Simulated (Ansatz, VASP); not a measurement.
# Two plane-wave programs on CaF2

INCAR

```
  ALGO = Normal
  EDIFF = 1E-6
  ENCUT = 600
  GGA = PE
  GGA_COMPAT = False
  ISIF = 2
  ISMEAR = 0
  LASPH = True
  LCHARG = False
  LREAL = False
  LWAVE = False
  NBANDS = 19
  NELM = 120
  PREC = Accurate
  SIGMA = 0.1
```

The input KPOINTS:

```
k-points
0
Gamma
  6 6 6
```

The input POSCAR:

```
CaF2
1.0
    0.0000000000      2.7312500500      2.7312500500
    2.7312500500      0.0000000000      2.7312500500
    2.7312500500      2.7312500500      0.0000000000
Ca F
1 2
Direct
    0.0000000000      0.0000000000      0.0000000000
    0.2500000000      0.2500000000      0.2500000000
    0.7500000000      0.7500000000      0.7500000000
```

Input for Ansatz:

```yaml
crystal:
  lattice:
    - [0.0, 2.73125005, 2.73125005]
    - [2.73125005, 0.0, 2.73125005]
    - [2.73125005, 2.73125005, 0.0]
  atoms:
    - { symbol: Ca, position: [0.0, 0.0, 0.0] }
    - { symbol: F, position: [0.25, 0.25, 0.25] }
    - { symbol: F, position: [0.75, 0.75, 0.75] }
basis:
  ecutwfc: 420
kpoints:
  mp_grid: { grid: [6, 6, 6] }
hamiltonian:
  xc: pbe
scf:
  occupations: { method: gaussian, width: 0.1 }
  lower_state_search: "off"
output:
  forces: true
  stress: true
  eigenvalues: true
```

Alike in both runs: task single point; functional PBE; k mesh 6 × 6 × 6; occupations gaussian, width 0.1 eV; no spin polarisation.

```csv
,VASP,Ansatz
version,VASP 6.6.1,Ansatz 0.2.0
potentials or method,"VASP PAW PBE potentials, release 64 (Ca_sv, F), cutoff 600 eV","scalar-relativistic, plane waves, PAW"
valence electrons in the cell,24,24
```

```csv
,VASP,Ansatz,Ansatz less VASP
gap on the k mesh at the Fermi level (eV),7.28,7.30,+0.021
least direct gap on the mesh (eV),7.53,7.55,+0.019
pressure (GPa),2.4,2.2,-0.22
```
